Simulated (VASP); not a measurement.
# Hf2SiOF2 (P4/mmm) in VASP: further runs

Runs on Hf2SiOF2. Level: PBE. Tasks: relaxation of cell and atoms, single point.

Everything below comes from runs of VASP 6.6.1. Logs are shortened: lines on timing, memory, paths and dates and some standing lists are left out, and cuts for length are marked.

## (1) The cell of the first run

Symmetry: P4/mmm, No. 123, tetragonal system. Conventional cell: a = 3.866 Å, b = 3.866 Å, c = 5.345 Å, α = 90.00°, β = 90.00°, γ = 90.00°. Hf (site symmetry mmm) has 2 O at 1.93 Å and 4 F at 2.43 Å within 2.6 Å. Within 3.5 Å of Si (site symmetry 4/mmm) lie 2 O at 2.67 Å and 8 F at 2.99 Å and 8 Hf at 3.30 Å. Within 2.7 Å of O (site symmetry 4/mmm) lie 4 Hf at 1.93 Å and 2 Si at 2.67 Å. Within 3.2 Å of F (site symmetry 4mm) lie 2 F at 2.40 to 2.94 Å and 4 Hf at 2.43 Å and 4 Si at 2.99 Å and 4 O at 3.10 Å.

The cell was generated, and may not be a known phase.

## (2) Relaxation of cell and atoms, PBE

INCAR

```
SYSTEM = Hf2SiOF2
ALGO = Normal
EDIFF = 1E-7
EDIFFG = -0.04
ENCUT = 600
GGA = PE
IBRION = 2
ISIF = 3
ISMEAR = 0
LASPH = .True.
LCHARG = .False.
LREAL = .False.
LWAVE = .False.
NELM = 80
NSW = 90
PREC = Accurate
SIGMA = 0.1
```

KPOINTS

```
k-points
0
Gamma
  4 4 4
  0 0 0
```

POSCAR

```
Hf2SiOF2
1.0
    3.8660858100      0.0000000000      0.0000000000
    0.0000000000      3.8660858100      0.0000000000
    0.0000000000      0.0000000000      5.3452196400
Hf Si O F
2 1 1 2
Direct
    0.0000000000      0.5000000000      0.5000000000
    0.5000000000      0.0000000000      0.5000000000
    0.0000000000      0.0000000000      0.0000000000
    0.0000000000      0.0000000000      0.5000000000
    0.5000000000      0.5000000000      0.7753030100
    0.5000000000      0.5000000000      0.2246969900
```

Potentials or basis: VASP PAW PBE potentials, release 64 (Hf_pv, Si, O, F).

Run with:

```sh
cat potpaw_PBE.64/Hf_pv/POTCAR potpaw_PBE.64/Si/POTCAR potpaw_PBE.64/O/POTCAR potpaw_PBE.64/F/POTCAR > POTCAR
mpirun -np 1 vasp_std > vasp.out
```

OUTCAR:

```text
SYSTEM = Hf2SiOF2
   EDIFF = 1E-7
   EDIFFG = -0.04
   ENCUT = 600
   GGA = PE
   IBRION = 2
   ISIF = 3
   ISMEAR = 0
   LASPH = .True.
   LREAL = .False.
   NELM = 80
   NSW = 90
   PREC = Accurate

 ion  position               nearest neighbor table
   1  0.000  0.500  0.500-   4 1.93   4 1.93   6 2.43   5 2.43   5 2.43   6 2.43   2 2.73   2 2.73
                             2 2.73   2 2.73   3 3.30   3 3.30   3 3.30   3 3.30
   2  0.500  0.000  0.500-   4 1.93   4 1.93   6 2.43   5 2.43   6 2.43   5 2.43   1 2.73   1 2.73
                             1 2.73   1 2.73   3 3.30   3 3.30   3 3.30   3 3.30
   3  0.000  0.000  0.000-   1 3.30   2 3.30   1 3.30   2 3.30   1 3.30   1 3.30   2 3.30   2 3.30

   4  0.000  0.000  0.500-   1 1.93   2 1.93   1 1.93   2 1.93
   5  0.500  0.500  0.775-   1 2.43   2 2.43   2 2.43   1 2.43
   6  0.500  0.500  0.225-   1 2.43   2 2.43   2 2.43   1 2.43

  LATTYP: Found a simple tetragonal cell.
 ALAT       =     3.8660858100
 C/A-ratio  =     1.3825920848

  Lattice vectors:

 A1 = (   3.8660858100,   0.0000000000,   0.0000000000)
 A2 = (   0.0000000000,   3.8660858100,   0.0000000000)
 A3 = (   0.0000000000,   0.0000000000,   5.3452196400)

Analysis of symmetry for initial positions (statically):
=====================================================================
 Subroutine PRICEL returns:
 Original cell was already a primitive cell.

 Routine SETGRP: Setting up the symmetry group for a
 simple tetragonal supercell.

 Subroutine GETGRP returns: Found 16 space group operations
 (whereof 16 operations were pure point group operations)
 out of a pool of 16 trial point group operations.

The static configuration has the point symmetry D_4h.

Analysis of symmetry for dynamics (positions and initial velocities):
=====================================================================
 Subroutine PRICEL returns:
 Original cell was already a primitive cell.

 Routine SETGRP: Setting up the symmetry group for a
 simple tetragonal supercell.

 Subroutine GETGRP returns: Found 16 space group operations
 (whereof 16 operations were pure point group operations)
 out of a pool of 16 trial point group operations.

The dynamic configuration has the point symmetry D_4h.

 Subroutine INISYM returns: Found 16 space group operations
 (whereof 16 operations are pure point group operations),
 and found     1 'primitive' translations

----------------------------------------------------------------------------------------

                                     Primitive cell

  volume of cell :      79.8930

  direct lattice vectors                    reciprocal lattice vectors
     3.866085810  0.000000000  0.000000000     0.258659546  0.000000000  0.000000000
     0.000000000  3.866085810  0.000000000     0.000000000  0.258659546  0.000000000
     0.000000000  0.000000000  5.345219640     0.000000000  0.000000000  0.187083051

  length of vectors
     3.866085810  3.866085810  5.345219640     0.258659546  0.258659546  0.187083051

  position of ions in fractional coordinates (direct lattice)
     0.000000000  0.500000000  0.500000000
     0.500000000  0.000000000  0.500000000
     0.000000000  0.000000000  0.000000000
     0.000000000  0.000000000  0.500000000
     0.500000000  0.500000000  0.775303010
     0.500000000  0.500000000  0.224696990

  ion indices of the primitive-cell ions
   primitive index   ion index
                 1           1
                 2           2
                 3           3
                 4           4
                 5           5
                 6           6

----------------------------------------------------------------------------------------

 KPOINTS: k-points

Automatic generation of k-mesh.
 Grid dimensions read from file:
 generate k-points for:    4    4    4

 Generating k-lattice:

  Cartesian coordinates                     Fractional coordinates (reciprocal lattice)
     0.064664886  0.000000000  0.000000000     0.250000000  0.000000000  0.000000000
     0.000000000  0.064664886  0.000000000     0.000000000  0.250000000  0.000000000
     0.000000000  0.000000000  0.046770763     0.000000000  0.000000000  0.250000000

  Length of vectors
     0.064664886  0.064664886  0.046770763

  Shift w.r.t. Gamma in fractional coordinates (k-lattice)
     0.000000000  0.000000000  0.000000000

 Subroutine IBZKPT returns following result:
 ===========================================

 Found     18 irreducible k-points:

 Following reciprocal coordinates:
            Coordinates               Weight
  0.000000  0.000000  0.000000      1.000000
  0.250000  0.000000  0.000000      4.000000
  0.500000  0.000000  0.000000      2.000000
  0.250000  0.250000  0.000000      4.000000
  0.500000  0.250000  0.000000      4.000000
  0.500000  0.500000  0.000000      1.000000
[... 10 lines left out ...]
  0.500000  0.250000  0.500000      4.000000
  0.500000  0.500000  0.500000      1.000000
[... 44 lines left out ...]
   LHFCALC =     F    Hartree Fock is set to
   AEXX    =    0.0000 exact exchange contribution
   IVDW    =     0    specifies the selected vdW correction
   LEPSILON=     F    determine dielectric tensor
   LRPA    =     F    only Hartree local field effects (RPA)
 conjugate gradient relaxation of ions
 non-spin polarized calculation
 Gauss-broadening in eV      SIGMA  =   0.10
  energy-cutoff  :      600.00
  volume of cell :       79.89
 maximum number of plane-waves:      2688
 NGX is ok and might be reduce to    32
   NGX = 15   NGY = 15   NGZ = 21

--------------------------------------- Ionic step        1  -------------------------------------------

 number of electron      43.9999986 magnetization

 Free energy of the ion-electron system (eV)
  ---------------------------------------------------
  ext. energy  EPLUGINS =         0.00000000
  ---------------------------------------------------
  free energy    TOTEN  =       -38.11931282 eV

  energy without entropy =      -38.08558863  energy(sigma->0) =      -38.10245072

------------------------ aborting loop because EDIFF is reached ----------------------------------------

  FORCE on cell =-STRESS in cart. coord.  units (eV):
  Direction    XX          YY          ZZ          XY          YZ          ZX
  --------------------------------------------------------------------------------------
  -------------------------------------------------------------------------------------
  Total       26.7251278     26.7251278     -4.2117391      0.0000000      0.0000000      0.0000000
  in kB      535.9469942    535.9469942    -84.4624178      0.0000000      0.0000000      0.0000000
  external PRESSURE =     329.1438569 kB  Pullay stress =       0.0000000 kB
[... 25 lines left out ...]
  energy  without entropy=      -38.0855886284  energy(sigma->0) =      -38.10245072

--------------------------------------- Ionic step        2  -------------------------------------------

 number of electron      43.9999928 magnetization

 E-fermi :   3.5374     XC(G=0):  -9.6675

 val. band max:        3.5131989267   @ k =   0.5000   0.5000   0.5000
 cond. band min:       3.5410611011   @ k =   0.5000   0.0000   0.0000
 fundamental gap:      0.0278621744
 Fermi energy:         3.5373534550

 k-point     1 :       0.0000    0.0000    0.0000
  band No.  band energies     occupation
      1     -29.5013      2.00000
      2     -29.5013      2.00000
      3     -29.4473      2.00000
      4     -29.3944      2.00000
      5     -29.1942      2.00000
      6     -29.1942      2.00000
[... 548 lines left out ...]
  energy  without entropy=      -39.8143732155  energy(sigma->0) =      -39.82843553

--------------------------------------- Ionic step        3  -------------------------------------------

 number of electron      43.9999987 magnetization

 E-fermi :   4.5245     XC(G=0): -10.3034

 val. band max:        4.5243684468   @ k =   0.5000   0.2500   0.0000
 cond. band min:       4.5466453570   @ k =   0.0000   0.0000   0.5000
 fundamental gap:      0.0222769102
 Fermi energy:         4.5244714088

 k-point     1 :       0.0000    0.0000    0.0000
  band No.  band energies     occupation
      1     -28.1207      2.00000
      2     -28.1207      2.00000
      3     -27.8629      2.00000
      4     -27.7186      2.00000
      5     -27.5788      2.00000
      6     -27.5788      2.00000
[... 544 lines left out ...]
  FREE ENERGIE OF THE ION-ELECTRON SYSTEM (eV)
  ---------------------------------------------------
  free  energy   TOTEN  =       -40.9852978292 eV

  energy  without entropy=      -40.9622479113  energy(sigma->0) =      -40.97377287

[... ionic steps 4 to 8 ...]

--------------------------------------- Ionic step        9  -------------------------------------------

 number of electron      43.9999972 magnetization

------------------------ aborting loop because EDIFF is reached ----------------------------------------

  FORCE on cell =-STRESS in cart. coord.  units (eV):
  Direction    XX          YY          ZZ          XY          YZ          ZX
  --------------------------------------------------------------------------------------
  -------------------------------------------------------------------------------------
  Total        0.2051604      0.2051604     -0.7257525      0.0000000     -0.0000000      0.0000000
  in kB        3.9021628      3.9021628    -13.8038521      0.0000000     -0.0000000      0.0000000
  external PRESSURE =      -1.9998422 kB  Pullay stress =       0.0000000 kB
[... 65 lines left out ...]
  energy  without entropy=      -42.6526787007  energy(sigma->0) =      -42.65820044

--------------------------------------- Ionic step       11  -------------------------------------------

 number of electron      43.9999976 magnetization

 Free energy of the ion-electron system (eV)
  ---------------------------------------------------
  ext. energy  EPLUGINS =         0.00000000
  ---------------------------------------------------
  free energy    TOTEN  =       -42.66624389 eV

  energy without entropy =      -42.65497494  energy(sigma->0) =      -42.66060942

 E-fermi :   6.5801     XC(G=0): -11.0777

 val. band max:        6.5436192854   @ k =   0.5000   0.0000   0.5000
 cond. band min:       6.6218610796   @ k =   0.2500   0.2500   0.0000
 fundamental gap:      0.0782417942
 Fermi energy:         6.5800929239

 k-point     1 :       0.0000    0.0000    0.0000
  band No.  band energies     occupation
      1     -26.4825      2.00000
      2     -26.4825      2.00000
      3     -26.1529      2.00000
      4     -25.9719      2.00000
      5     -25.8871      2.00000
      6     -25.8871      2.00000
[... 544 lines left out ...]
  FREE ENERGIE OF THE ION-ELECTRON SYSTEM (eV)
  ---------------------------------------------------
  free  energy   TOTEN  =       -42.6662438939 eV

  energy  without entropy=      -42.6549749446  energy(sigma->0) =      -42.66060942

 reached required accuracy - stopping structural energy minimisation
```

Wall time 2.7 min (1 thread of Intel Xeon 6975P-C (Granite Rapids), shared host); peak memory 0.25 GiB.

Results:

```yaml
Free_energy: -42.6662 eV
Relaxed_volume: 13.96 Å³/atom
Relaxed_cell: a = 4.313 Å, b = 4.313 Å, c = 4.502 Å, α = 90.00°, β = 90.00°, γ = 90.00°
Space_group_after_relaxing_to_0.1_Å: P4/mmm (No. 123)
Energy_gained_by_relaxing: 757.8 meV/atom
Ionic_steps: 11
Pressure_after_relaxing: -0.1 GPa
Largest_force_after_relaxing: 0.006 eV/Å
Band_gap_on_the_k_mesh: zero (bands 22 and 23 overlap by 2.28 eV)
```

Forces on the atoms (eV/Å):
```
Hf   0.000  0.000  0.000
Hf   0.000  0.000  0.000
Si   0.000  0.000  0.000
O    0.000  0.000  0.000
F    0.000  0.000 -0.006
F    0.000  0.000  0.006
```

Stress tensor (GPa, compression positive):
```
-0.17  0.00  0.00
 0.00 -0.17  0.00
 0.00  0.00  0.18
```

The path:
```
step  energy change (eV)  largest force (eV/Å)  pressure (GPa)  volume (Å³)
   1              0.0000                2.1686           32.91        79.89
   2             -1.7232                2.2619          -20.55       113.92
   3             -2.8660                2.8321           -9.41        98.36
   4             -4.2561                1.0613           -9.29        92.10
   5             -4.3644                0.4817           -7.68        89.96
   6             -4.3672                0.1133           -8.03        90.38
   7             -4.4478                0.6472            6.84        80.98
   8             -4.5322                0.4055           -0.24        84.68
   9             -4.5434                0.0402           -0.20        84.24
  10             -4.5444                0.1098           -0.16        84.05
  11             -4.5469                0.0060           -0.05        83.73
```

Final structure:
```cif
data_structure
_symmetry_space_group_name_H-M 'P 1'
_symmetry_Int_Tables_number 1
_cell_length_a 4.3128
_cell_length_b 4.3128
_cell_length_c 4.5019
_cell_angle_alpha 90.000
_cell_angle_beta 90.000
_cell_angle_gamma 90.000
_cell_volume 83.73
loop_
_atom_site_label
_atom_site_type_symbol
_atom_site_fract_x
_atom_site_fract_y
_atom_site_fract_z
_atom_site_occupancy
Hf1 Hf 0.00000 0.50000 0.50000 1
Hf2 Hf 0.50000 0.00000 0.50000 1
Si1 Si 0.00000 0.00000 0.00000 1
O1 O 0.00000 0.00000 0.50000 1
F1 F 0.50000 0.50000 0.73521 1
F2 F 0.50000 0.50000 0.26479 1
```

Levels at points of the mesh, in eV from the Fermi level:
| k point | band 20 | band 21 | band 22 | band 23 | band 24 | band 25 |
| --- | --- | --- | --- | --- | --- | --- |
| (0.00, 0.00, 0.00) | -3.39 | -0.58 | -0.39 | -0.39 | 0.50 | 0.53 |
| (0.50, 0.00, 0.00) | -3.23 | -0.55 | -0.09 | -0.04 | 0.45 | 0.78 |
| (0.50, 0.50, 0.00) | -2.84 | -2.84 | 0.28 | 0.56 | 0.56 | 0.84 |
| (0.00, 0.00, 0.50) | -3.32 | -2.05 | -2.05 | -2.00 | 0.85 | 1.61 |
| (0.50, 0.00, 0.50) | -2.39 | -2.33 | -0.78 | -0.04 | 0.53 | 0.81 |
| (0.50, 0.50, 0.50) | -1.47 | -1.47 | -0.38 | 0.21 | 0.21 | 0.49 |

Caveat: the k points lie up to 0.36 Å⁻¹ apart in the final cell, too coarse for converged energies and pressures of a metal; a cell axis changed by over 15 % at a fixed basis, so the end point is rough; spin-orbit coupling is left out, which moves the levels of the heavy elements.

## (3) Single point, PBE

This run uses another cell than the first one, of 14.18 Å³/atom.

INCAR

```
PREC = Accurate
ENCUT = 520
EDIFF = 1E-7
ISMEAR = 0
SIGMA = 0.1
LREAL = False
LASPH = True
NELM = 80
ALGO = Normal
ISIF = 2
LWAVE = False
LCHARG = True
GGA = PE
LELF = True
LVHAR = True
NBANDS = 31
```

KPOINTS

```
regular mesh
0
Gamma
  10 10 8
```

POSCAR

```
Hf2SiOF2
1.0
    4.3329465728      0.0000000000      0.0000000000
    0.0000000000      4.3329465728      0.0000000000
    0.0000000000      0.0000000000      4.5314077424
Hf Si O F
2 1 1 2
Direct
    0.0000000000      0.5000000000      0.5000000000
    0.5000000000      0.0000000000      0.5000000000
    0.0000000000      0.0000000000      0.0000000000
    0.0000000000      0.0000000000      0.5000000000
    0.5000000000      0.5000000000      0.7351700578
    0.5000000000      0.5000000000      0.2648299422
```

Potentials or basis: VASP PAW PBE potentials, release 64 (Hf_pv, Si, O, F).

Run with:

```sh
cat potpaw_PBE.64/Hf_pv/POTCAR potpaw_PBE.64/Si/POTCAR potpaw_PBE.64/O/POTCAR potpaw_PBE.64/F/POTCAR > POTCAR
mpirun -np 1 vasp_std > vasp.out
```

Wall time 85 s (1 thread of Intel Xeon 6975P-C (Granite Rapids), shared host); peak memory 0.37 GiB.

The run converged. Its results:

```
Free energy            : -42.6274 eV
Pressure               : -1.6 GPa
Largest force          : 0.082 eV/Å
Band gap on the k mesh : zero (bands 22 and 23 overlap by 2.31 eV)
```

Forces in eV/Å, atoms in the order of the input:
```
Hf   0.000  0.000  0.000
Hf   0.000  0.000  0.000
Si   0.000  0.000  0.000
O    0.000  0.000  0.000
F    0.000  0.000 -0.082
F    0.000  0.000  0.082
```

Stress tensor (GPa, compression positive):
```
-2.09  0.00  0.00
 0.00 -2.09  0.00
 0.00  0.00 -0.72
```

Levels at points of the mesh, in eV from the Fermi level:
| k point | band 19 | band 20 | band 21 | band 22 | band 23 | band 24 | band 25 | band 26 |
| --- | --- | --- | --- | --- | --- | --- | --- | --- |
| (0.00, 0.00, 0.00) | -4.60 | -3.09 | -0.30 | -0.12 | -0.12 | 0.67 | 0.83 | 0.83 |
| (0.50, 0.00, 0.00) | -4.63 | -2.91 | -0.27 | 0.15 | 0.25 | 0.69 | 1.00 | 1.74 |
| (0.50, 0.50, 0.00) | -4.66 | -2.52 | -2.52 | 0.50 | 0.77 | 0.77 | 1.10 | 2.59 |
| (0.00, 0.00, 0.50) | -3.44 | -3.02 | -1.75 | -1.74 | -1.74 | 1.02 | 1.80 | 3.06 |
| (0.50, 0.00, 0.50) | -3.12 | -2.07 | -2.02 | -0.53 | 0.20 | 0.74 | 1.05 | 1.91 |
| (0.50, 0.50, 0.50) | -2.88 | -1.16 | -1.16 | -0.13 | 0.43 | 0.43 | 0.74 | 1.36 |

Caveat: spin-orbit coupling is left out, which moves the levels of the heavy elements.

## (4) Single point, PBE

This run uses another cell than the first one, of 14.18 Å³/atom.

INCAR

```
SYSTEM = Hf2SiOF2
PREC     = Accurate       ! precision mode
ENCUT    = 520            ! plane-wave cutoff, eV
EDIFF    = 1E-7           ! SCF threshold, eV
ISMEAR   = 0              ! smearing method
SIGMA    = 0.1            ! smearing width, eV
LREAL    = .False.        ! projectors in reciprocal space
LASPH    = .True.         ! aspherical terms in the spheres
NELM     = 60             ! most SCF steps
ALGO     = Normal         ! electronic algorithm
ISIF     = 2              ! what is computed and relaxed
LWAVE    = .False.        ! write WAVECAR
LCHARG   = .False.        ! write CHGCAR
GGA      = PE             ! functional
NBANDS   = 31             ! bands
```

KPOINTS

```
regular mesh
0
Gamma
  10 10 8
  0 0 0
```

POSCAR is that of step 3.

Run with:

```sh
cat potpaw_PBE.64/Hf_pv/POTCAR potpaw_PBE.64/Si/POTCAR potpaw_PBE.64/O/POTCAR potpaw_PBE.64/F/POTCAR > POTCAR
mpirun -np 1 vasp_std > vasp.out
```

It took 84 s on 1 thread of Intel Xeon 6975P-C (Granite Rapids), shared host; peak memory 0.37 GiB.

It converged, with:

* Free energy: -42.6274 eV
* Pressure: -1.6 GPa
* Largest force: 0.082 eV/Å
* Band gap on the k mesh: zero (bands 22 and 23 overlap by 2.31 eV)

Forces on the atoms (eV/Å):
```
Hf   0.000  0.000  0.000
Hf   0.000  0.000  0.000
Si   0.000  0.000  0.000
O    0.000  0.000  0.000
F    0.000  0.000 -0.082
F    0.000  0.000  0.082
```

Stress tensor (GPa, compression positive):
```
-2.09  0.00  0.00
 0.00 -2.09  0.00
 0.00  0.00 -0.72
```

Levels at points of the mesh, in eV from the Fermi level:
| k point | band 18 | band 19 | band 20 | band 21 | band 22 | band 23 | band 24 | band 25 | band 26 | band 27 |
| --- | --- | --- | --- | --- | --- | --- | --- | --- | --- | --- |
| (0.00, 0.00, 0.00) | -6.49 | -4.60 | -3.09 | -0.30 | -0.12 | -0.12 | 0.67 | 0.83 | 0.83 | 2.05 |
| (0.50, 0.00, 0.00) | -6.34 | -4.63 | -2.91 | -0.27 | 0.15 | 0.25 | 0.69 | 1.00 | 1.74 | 1.91 |
| (0.50, 0.50, 0.00) | -6.23 | -4.66 | -2.52 | -2.52 | 0.50 | 0.77 | 0.77 | 1.10 | 2.59 | 2.65 |
| (0.00, 0.00, 0.50) | -6.22 | -3.44 | -3.02 | -1.75 | -1.74 | -1.74 | 1.02 | 1.80 | 3.06 | 3.31 |
| (0.50, 0.00, 0.50) | -6.25 | -3.12 | -2.07 | -2.02 | -0.53 | 0.20 | 0.74 | 1.05 | 1.91 | 2.20 |
| (0.50, 0.50, 0.50) | -6.19 | -2.88 | -1.16 | -1.16 | -0.13 | 0.43 | 0.43 | 0.74 | 1.36 | 1.36 |

Caveat: spin-orbit coupling is left out, which moves the levels of the heavy elements.

The gap in the log of VASP goes by the Fermi energy; the results here count the filled bands.